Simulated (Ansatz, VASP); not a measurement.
**B: VASP beside Ansatz**

```
CELL_PARAMETERS angstrom
2.20349 0.00000 0.00000
-1.10175 1.90828 0.00000
0.00000 0.00000 7.10670
ATOMIC_POSITIONS crystal
B 0.00000 0.00000 0.00000
B 0.00000 0.00000 0.50000
B 0.33333 0.66667 0.75000
B 0.66667 0.33333 0.25000
```

Alike in both runs: task relaxation of cell and atoms; functional PBEsol; k mesh 9 × 9 × 4; occupations gaussian, width 0.1 eV; no spin polarisation.

|  | VASP | Ansatz |
| --- | --- | --- |
| version | VASP 6.6.1 | Ansatz 0.2.0 |
| potentials or method | VASP PAW PBE potentials, release 64 (B_h), cutoff 1230 eV | scalar-relativistic, plane waves, PAW |
| valence electrons in the cell | 12 | 12 |

```csv
,VASP,Ansatz,Ansatz less VASP
"gap on the k mesh at the Fermi level, each at its own relaxed structure (eV)",none,none,-
relaxed volume (Å³/atom),6.37,5.92,-0.451
relaxed length of the cell vector where the two differ most in proportion (Å),5.449,6.222,+0.7728
```

VASP's potentials were made for PBE, not for PBEsol. A gap of «none» marks a metal or a gap that the smearing closes. One of these differences is far larger than is usual between the two programs; its cause wasn't traced.

The k mesh is coarse, so the values compare programs but aren't converged.
